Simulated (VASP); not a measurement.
The system is In.

```
In
1.0
    -1.62615    1.62615    2.47395
     1.62615   -1.62615    2.47395
     1.62615    1.62615   -2.47395
In
1
Cartesian
  0.0000 0.0000 0.0000
```

```yaml
Program: VASP 6.6.1
Task: relaxation of cell and atoms
Functional: LDA
Potentials_or_basis: VASP PAW LDA potentials, release 64 (In_d)
Cutoff: 600 eV
k_mesh: 18 × 18 × 18
Occupations: gaussian, width 0.1 eV
Spin: no spin polarisation
```

At the start: pressure -2.6 GPa; volume 26.17 Å³/atom.

Problem. How do energy, volume and symmetry change on relaxing?

Solution. Over 11 steps the energy falls by 14.5 meV/atom and the volume is 24.60 Å³/atom (-6.0 %); space group I4/mmm (No. 139, to 0.1 Å) before and after.

Step by step:
```
step  energy change (eV)  largest force (eV/Å)  pressure (GPa)  volume (Å³)
   1              0.0000                0.0000           -2.57        26.17
   2             -0.0130                0.0000            0.05        24.61
   3             -0.0130                0.0000           -0.05        24.63
   4             -0.0133                0.0000            0.01        24.61
   5             -0.0141                0.0000            0.09        24.57
   6             -0.0141                0.0000            0.36        24.49
   7             -0.0145                0.0000            0.12        24.53
   8             -0.0145                0.0000           -0.20        24.67
   9             -0.0145                0.0000           -0.05        24.61
  10             -0.0145                0.0000            0.07        24.59
  11             -0.0145                0.0000            0.02        24.60
```

Final structure:
```xyz
1
Lattice="-1.5764 1.5764 2.4748 1.5764 -1.5764 2.4748 1.5764 1.5764 -2.4748" Properties=species:S:1:pos:R:3 pbc="T T T"
In    0.0000    0.0000    0.0000
```
